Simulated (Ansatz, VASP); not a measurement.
Cd2S: VASP beside Ansatz

```
CELL_PARAMETERS angstrom
3.96267 0.00000 0.00000
-1.98134 3.43177 0.00000
0.00000 0.00000 5.80919
ATOMIC_POSITIONS crystal
Cd 0.33333 0.66667 0.93272
Cd 0.66667 0.33333 0.57873
S 0.33333 0.66667 0.36571
```

Alike in both runs: task single point; functional PBE-based global hybrid with a share of 0.35 of exact exchange; k mesh 5 × 5 × 3; occupations fermi-dirac, width 0.05 eV; no spin polarisation.

|  | VASP | Ansatz |
| --- | --- | --- |
| version | VASP 6.6.1 | Ansatz 0.2.0 |
| potentials or method | VASP PAW PBE potentials, release 64 (Cd, S) | Ansatz PAW |
| plane-wave cutoff (eV) | 520 | 420 |
| valence electrons in the cell | 30 | 46 |

Ansatz gave:

| Item | Value |
| --- | --- |
| gap on the k mesh at the Fermi level (eV) | 2.13 |
| least direct gap on the mesh (eV) | 2.25 |
| pressure (GPa) | -2.0 |
| traceless stress, the component that is largest in VASP (GPa) | -0.31 |
| rms of the force components (eV/Å) | 0.134 |

Problem. What did VASP give for the same quantities?

Solution. gap on the k mesh at the Fermi level (eV): 2.23; least direct gap on the mesh (eV): 2.37; pressure (GPa): -1.9; traceless stress, the component that is largest in VASP (GPa): -0.23; rms of the force components (eV/Å): 0.125.

VASP's potentials were made for PBE, not for PBE-based global hybrid. Atom by atom the forces differ by 0.009 eV/Å (rms over components). VASP's potentials hold 30 valence electrons a cell and Ansatz's 46, so a difference there can come from the potentials and not from the codes.

Noted on Ansatz's run: odd divisions of the mesh miss points on the zone boundary, where band edges often lie, so the gap on the mesh can be too wide.
